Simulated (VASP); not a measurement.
# Ir (P6_3/mmc) in VASP: notebook

Runs on Ir. Level: LDA. Tasks: single point, relaxation of cell and atoms.

Everything below comes from runs of VASP 6.6.1. Logs are shortened: lines on timing, memory, paths and dates and some standing lists are left out, and cuts for length are marked.

## Step 1: The cell of the first run

It takes space group P6_3/mmc (No. 194, hexagonal). Conventional cell: a = 2.705 Å, b = 2.705 Å, c = 4.386 Å, α = 90.00°, β = 90.00°, γ = 120.00°. Within 3.6 Å of Ir (site symmetry -6m2) lie 12 Ir at 2.69 to 2.71 Å.

## Step 2: Single point, LDA

Input file INCAR:

```
SYSTEM = Ir
ALGO = Normal
EDIFF = 1E-6
ENCUT = 500
GGA_COMPAT = .False.
ISIF = 2
ISMEAR = 0
LASPH = .True.
LCHARG = .True.
LELF = .True.
LREAL = .False.
LVHAR = .True.
LWAVE = .False.
NBANDS = 16
NELM = 120
PREC = Accurate
SIGMA = 0.1
```

Input file KPOINTS:

```
k-points
0
Gamma
  18 18 10
  0 0 0
```

Input file POSCAR:

```
Ir
1.0
    2.7052686553      0.0000000000      0.0000000000
   -1.3526343277      2.3428313795      0.0000000000
    0.0000000000      0.0000000000      4.3862420605
Ir
2
Direct
    0.6666666667      0.3333333333      0.7500000000
    0.3333333333      0.6666666667      0.2500000000
```

Potentials or basis: VASP PAW LDA potentials, release 64 (Ir).

Run with:

```sh
$ cat potpaw_LDA.64/Ir/POTCAR > POTCAR
$ mpirun -np 1 vasp_std > vasp.out
```

OUTCAR:

```text
SYSTEM = Ir
   EDIFF = 1E-6
   ENCUT = 500
   ISIF = 2
   ISMEAR = 0
   LASPH = .True.
   LREAL = .False.
   NELM = 120
   PREC = Accurate

 ion  position               nearest neighbor table
   1  0.667  0.333  0.750-   2 2.69   2 2.69   2 2.69   2 2.69   2 2.69   2 2.69
   2  0.333  0.667  0.250-   1 2.69   1 2.69   1 2.69   1 2.69   1 2.69   1 2.69

  LATTYP: Found a hexagonal cell.
 ALAT       =     2.7052686553
 C/A-ratio  =     1.6213702295

  Lattice vectors:

 A1 = (   2.7052686553,   0.0000000000,   0.0000000000)
 A2 = (  -1.3526343277,   2.3428313795,   0.0000000000)
 A3 = (   0.0000000000,   0.0000000000,   4.3862420605)

Analysis of symmetry for initial positions (statically):
=====================================================================
 Subroutine PRICEL returns:
 Original cell was already a primitive cell.

 Routine SETGRP: Setting up the symmetry group for a
 hexagonal supercell.

 Subroutine GETGRP returns: Found 24 space group operations
 (whereof 12 operations were pure point group operations)
 out of a pool of 24 trial point group operations.

The static configuration has the point symmetry D_3d.
 The point group associated with its full space group is D_6h.

Analysis of symmetry for dynamics (positions and initial velocities):
=====================================================================
 Subroutine PRICEL returns:
 Original cell was already a primitive cell.

 Routine SETGRP: Setting up the symmetry group for a
 hexagonal supercell.

 Subroutine GETGRP returns: Found 24 space group operations
 (whereof 12 operations were pure point group operations)
 out of a pool of 24 trial point group operations.

The dynamic configuration has the point symmetry D_3d.
 The point group associated with its full space group is D_6h.

 Subroutine INISYM returns: Found 24 space group operations
 (whereof 12 operations are pure point group operations),
 and found     1 'primitive' translations

----------------------------------------------------------------------------------------

                                     Primitive cell

  volume of cell :      27.8000

  direct lattice vectors                    reciprocal lattice vectors
     2.705268655  0.000000000  0.000000000     0.369649054  0.213416981  0.000000000
    -1.352634328  2.342831380  0.000000000     0.000000000  0.426833962  0.000000000
     0.000000000  0.000000000  4.386242060     0.000000000  0.000000000  0.227985594

  length of vectors
     2.705268655  2.705268655  4.386242060     0.426833962  0.426833962  0.227985594

  position of ions in fractional coordinates (direct lattice)
     0.666666667  0.333333333  0.750000000
     0.333333333  0.666666667  0.250000000

  ion indices of the primitive-cell ions
   primitive index   ion index
                 1           1
                 2           2

----------------------------------------------------------------------------------------

 KPOINTS: k-points

Automatic generation of k-mesh.
 Grid dimensions read from file:
 generate k-points for:   18   18   10

 Generating k-lattice:

  Cartesian coordinates                     Fractional coordinates (reciprocal lattice)
     0.020536059  0.011856499  0.000000000     0.055555556  0.000000000  0.000000000
     0.000000000  0.023712998  0.000000000     0.000000000  0.055555556  0.000000000
     0.000000000  0.000000000  0.022798559     0.000000000  0.000000000  0.100000000

  Length of vectors
     0.023712998  0.023712998  0.022798559

  Shift w.r.t. Gamma in fractional coordinates (k-lattice)
     0.000000000  0.000000000  0.000000000

 Subroutine IBZKPT returns following result:
 ===========================================

 Found    222 irreducible k-points:

 Following reciprocal coordinates:
            Coordinates               Weight
  0.000000  0.000000  0.000000      1.000000
  0.055556 -0.000000  0.000000      6.000000
  0.111111 -0.000000  0.000000      6.000000
  0.166667 -0.000000  0.000000      6.000000
  0.222222 -0.000000  0.000000      6.000000
  0.277778 -0.000000  0.000000      6.000000
[... 16 lines left out ...]
  0.333333  0.111111  0.000000     12.000000
  0.388889  0.111111  0.000000     12.000000
 [... further k-points ...]
   k-points           NKPTS =    222   k-points in BZ     NKDIM =    222   number of bands    NBANDS=     16
   number of dos      NEDOS =    301   number of ions     NIONS =      2
   total plane-waves  NPLWV =  12800
   dimension x,y,z NGX =    20 NGY =   20 NGZ =   32
   dimension x,y,z NGXF=    40 NGYF=   40 NGZF=   64
   ions per type =               2
   NGX,Y,Z   is equivalent  to a cutoff of  12.29, 12.29, 12.13 a.u.
   NGXF,Y,Z  is equivalent  to a cutoff of  24.58, 24.58, 24.26 a.u.
 SYSTEM =  Ir
   PREC   = accura    normal or accurate (medium, high low for compatibility)
   ISTART =      0    job   : 0-new  1-cont  2-samecut
   ICHARG =      2    charge: 1-file 2-atom 10-const
   ISPIN  =      1    spin polarized calculation?
   LNONCOLLINEAR =      F non collinear calculations
   LSORBIT =      F    spin-orbit coupling
   LASPH  =      T    aspherical Exc in radial PAW
   ENCUT  =  500.0 eV  36.75 Ry    6.06 a.u.   4.93  4.93  8.00*2*pi/ulx,y,z
   NELM   =    120;   NELMIN=  2; NELMDL= -5     # of ELM steps
   EDIFF  = 0.1E-05   stopping-criterion for ELM
   LREAL  =      F    real-space projection
[... 7 lines left out ...]
   TEBEG  =    0.0;   TEEND  =   0.0 temperature during run
   PSTRESS=    0.0 pullay stress
   NELECT =      18.0000    total number of electrons
   NUPDOWN=      -1.0000    fix difference up-down
   EMIN   =  10.00;   EMAX   =-10.00  energy-range for DOS
   EFERMI =   0.00;   METHOD = LEGACY
   ISMEAR =     0;   SIGMA  =   0.10  broadening in eV -4-tet -1-fermi 0-gaus
   EFERMI_NEDOS =   21; number of points for ismear=-14 and -15
   IALGO  =     38    algorithm
   IMIX   =      4    mixing-type and parameters
     AMIX     =   0.40;   BMIX     =  1.00
     AMIX_MAG =   1.60;   BMIX_MAG =  1.00
  volume/ion in A,a.u.               =      13.90        93.80
  Fermi-wavevector in a.u.,A,eV,Ry     =   1.416286  2.676393 27.291468  2.005866
  Thomas-Fermi vector in A             =   2.537636
   LORBIT       =      0    0 simple, 1 ext, 2 COOP (PROOUT), +10 PAW based schemes
   GGA     = CA    functional components
   LHFCALC =     F    Hartree Fock is set to
   AEXX    =    0.0000 exact exchange contribution
   IVDW    =     0    specifies the selected vdW correction
   LEPSILON=     F    determine dielectric tensor
   LRPA    =     F    only Hartree local field effects (RPA)
 non-spin polarized calculation
 Gauss-broadening in eV      SIGMA  =   0.10
  energy-cutoff  :      500.00
  volume of cell :       27.80
 maximum number of plane-waves:       732
 NGX is ok and might be reduce to    20
   NGX =  9   NGY =  9   NGZ = 15

 number of electron      18.0000001 magnetization

 Free energy of the ion-electron system (eV)
  ---------------------------------------------------
  ext. energy  EPLUGINS =         0.00000000
  ---------------------------------------------------
  free energy    TOTEN  =       -20.50217724 eV

  energy without entropy =      -20.49244422  energy(sigma->0) =      -20.49731073

 E-fermi :  10.7566     XC(G=0): -14.2405

 val. band max:       10.7544191026   @ k =   0.3889  -0.0000   0.0000
 cond. band min:      10.7594948452   @ k =   0.3333  -0.0000   0.4000
 fundamental gap:      0.0050757427
 Fermi energy:        10.7566210796

 k-point     1 :       0.0000    0.0000    0.0000
  band No.  band energies     occupation
      1      -0.6726      2.00000
      2       2.3418      2.00000
      3       6.6559      2.00000
      4       6.7621      2.00000
      5       6.7621      2.00000
      6       7.4460      2.00000
[... 8 lines left out ...]
     15      27.1625      0.00000
     16      28.2857      0.00000

 k-point     2 :       0.0556   -0.0000    0.0000
  band No.  band energies     occupation
      1      -0.5486      2.00000
      2       2.4531      2.00000
      3       6.4136      2.00000
      4       6.8673      2.00000
      5       6.9774      2.00000
      6       7.3760      2.00000
[... 8 lines left out ...]
     15      27.3289      0.00000
     16      28.4925      0.00000

 k-point     3 :       0.1111   -0.0000    0.0000
  band No.  band energies     occupation
      1      -0.1867      2.00000
      2       2.7654      2.00000
      3       6.0774      2.00000
      4       7.1199      2.00000
      5       7.1784      2.00000
      6       7.3428      2.00000
[... 8 lines left out ...]
     15      27.7695      0.00000
     16      28.9681      0.00000

 k-point     4 :       0.1667   -0.0000    0.0000
  band No.  band energies     occupation
      1       0.3802      2.00000
      2       3.1956      2.00000
      3       5.7519      2.00000
      4       6.6596      2.00000
      5       6.8824      2.00000
      6       7.6817      2.00000
[... 8 lines left out ...]
     15      28.0561      0.00000
     16      28.7349      0.00000

 k-point     5 :       0.2222   -0.0000    0.0000
  band No.  band energies     occupation
      1       1.0887      2.00000
      2       3.5470      2.00000
      3       5.6046      2.00000
      4       5.7865      2.00000
      5       6.6705      2.00000
      6       7.3769      2.00000
[... 8 lines left out ...]
     15      27.2775      0.00000
     16      27.7251      0.00000

 k-point     6 :       0.2778   -0.0000    0.0000
  band No.  band energies     occupation
      1       1.8302      2.00000
      2       3.5895      2.00000
      3       5.0312      2.00000
      4       5.7700      2.00000
      5       6.6671      2.00000
      6       7.0781      2.00000
[... 8 lines left out ...]
     15      26.2044      0.00000
     16      26.3113      0.00000
[... 267 lines left out ...]
 k-point    21 :       0.2222    0.1111    0.0000
  band No.  band energies     occupation
      1       2.1590      2.00000
      2       3.9600      2.00000
      3       4.9386      2.00000
      4       5.2927      2.00000
      5       6.6514      2.00000
      6       6.7182      2.00000
[... 8 lines left out ...]
     15      24.4750      0.00000
     16      26.6134      0.00000

 k-point    22 :       0.2778    0.1111    0.0000
  band No.  band energies     occupation
      1       2.8067      2.00000
      2       3.7613      2.00000
      3       4.3890      2.00000
      4       5.6406      2.00000
      5       6.4810      2.00000
      6       6.9893      2.00000
[... 8 lines left out ...]
     15      23.1099      0.00000
     16      25.9079      0.00000

 k-point    23 :       0.3333    0.1111    0.0000
  band No.  band energies     occupation
      1       3.2055      2.00000
      2       3.5343      2.00000
      3       3.9826      2.00000
      4       6.1174      2.00000
      5       6.3876      2.00000
      6       7.2551      2.00000
[... 8 lines left out ...]
     15      21.8222      0.00000
     16      25.3845      0.00000

 k-point    24 :       0.3889    0.1111    0.0000
  band No.  band energies     occupation
      1       3.3218      2.00000
      2       3.4280      2.00000
      3       3.7337      2.00000
      4       6.3561      2.00000
      5       6.5916      2.00000
      6       7.0570      2.00000
[... 8 lines left out ...]
     15      21.5502      0.00000
     16      24.2962      0.00000

 [... further k-points ...]
[... 5 lines left out ...]
  --------------------------------------------------------------------------------------
  -------------------------------------------------------------------------------------
  Total        0.4381942      0.4381942      0.4344202     -0.0000000      0.0000000      0.0000000
  in kB       25.2541764     25.2541764     25.0366707     -0.0000000      0.0000000      0.0000000
  external PRESSURE =      25.1816745 kB  Pullay stress =       0.0000000 kB

 VOLUME and BASIS-vectors are now :
 -----------------------------------------------------------------------------
  energy-cutoff  :      500.00
  volume of cell :       27.80
      direct lattice vectors                 reciprocal lattice vectors
     2.705268655  0.000000000  0.000000000     0.369649054  0.213416981  0.000000000
    -1.352634328  2.342831380  0.000000000     0.000000000  0.426833962  0.000000000
     0.000000000  0.000000000  4.386242060     0.000000000  0.000000000  0.227985594

 POSITION                                       TOTAL-FORCE (eV/Angst)
 -----------------------------------------------------------------------------------
      1.35263      0.78094      3.28968        -0.000000      0.000000      0.000000
     -0.00000      1.56189      1.09656         0.000000     -0.000000      0.000000
 -----------------------------------------------------------------------------------
    total drift:                               -0.000000      0.000000     -0.000000

  FREE ENERGIE OF THE ION-ELECTRON SYSTEM (eV)
  ---------------------------------------------------
  free  energy   TOTEN  =       -20.5021772362 eV

  energy  without entropy=      -20.4924442245  energy(sigma->0) =      -20.49731073
```

Run time: 26 s. Hardware: 1 thread of Intel Xeon 6975P-C (Granite Rapids), shared host; peak memory 0.19 GiB.

What came out:

```
Free energy            : -20.5022 eV
Pressure               : 2.5 GPa
Band gap on the k mesh : zero (band 9 reaches 11.77 eV, above the bottom of band 10 at 8.30 eV)
```

Levels at points of the mesh, in eV from the Fermi level:
| k point | band 6 | band 7 | band 8 | band 9 | band 10 | band 11 | band 12 | band 13 |
| --- | --- | --- | --- | --- | --- | --- | --- | --- |
| (0.00, 0.00, 0.00) | -3.31 | -3.31 | -2.48 | -2.48 | -0.83 | 0.27 | 0.27 | 7.25 |
| (0.50, 0.00, 0.00) | -3.54 | -3.10 | 0.74 | 1.01 | 1.17 | 3.04 | 4.53 | 8.37 |
| (0.00, 0.00, 0.50) | -4.12 | -4.12 | -4.12 | -0.50 | -0.50 | -0.50 | -0.50 | 13.66 |
| (0.50, 0.00, 0.50) | -2.23 | -1.01 | -1.01 | 0.99 | 0.99 | 2.07 | 2.07 | 7.86 |

Caveat: spin-orbit coupling is left out, which moves the levels of the heavy elements.

(Part 1 of 2 ends here.)
